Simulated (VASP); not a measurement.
CrNiSb2, 4 atoms in the cell. It takes space group P-3m1 (No. 164, trigonal). The conventional cell has a = 4.027 Å, b = 4.027 Å, c = 5.444 Å, α = 90.00°, β = 90.00°, γ = 120.00°. Cr (site symmetry -3m) has 2 Ni at 2.72 Å and 6 Sb at 2.75 Å within 3.6 Å. Ni (site symmetry -3m) has 6 Sb at 2.64 Å and 2 Cr at 2.72 Å within 3.5 Å. Sb (site symmetry 3m) has 3 Ni at 2.64 Å and 3 Cr at 2.75 Å and 3 Sb at 3.42 Å within 3.5 Å. 

```yaml
Program: VASP 6.6.1
Task: single point
Functional: PBEsol
Potentials_or_basis: VASP PAW PBE potentials, release 64 (Cr_pv, Ni, Sb)
Cutoff: 520 eV
k_mesh: 6 × 6 × 4
Occupations: fermi-dirac, width 0.1 eV
Spin: collinear spin, ferrimagnetic start
Starting_moments: "[3.0, -1.5, 0.0, 0.0] μB"
Dipole_correction: no
Further_INCAR_settings: ALGO = Normal; EDIFF = 1e-06; NBANDS = 28
```

Potentials or basis: VASP PAW PBE potentials, release 64 (Cr_pv, Ni, Sb).

Launch:

```sh
$ cat potpaw_PBE.64/Cr_pv/POTCAR potpaw_PBE.64/Ni/POTCAR potpaw_PBE.64/Sb/POTCAR > POTCAR
$ mpirun -np 1 vasp_std > vasp.out
```

Hardware: 1 thread of Intel(R) Xeon(R) 6975P-C (Granite Rapids) (shared host).

**Question.** Estimate the wall time of this run.

**Answer.** It took 49 s on 1 thread of Intel(R) Xeon(R) 6975P-C (Granite Rapids), with other jobs on the host, peak memory 0.26 GiB. Counts: scf iterations 16, k points 24.
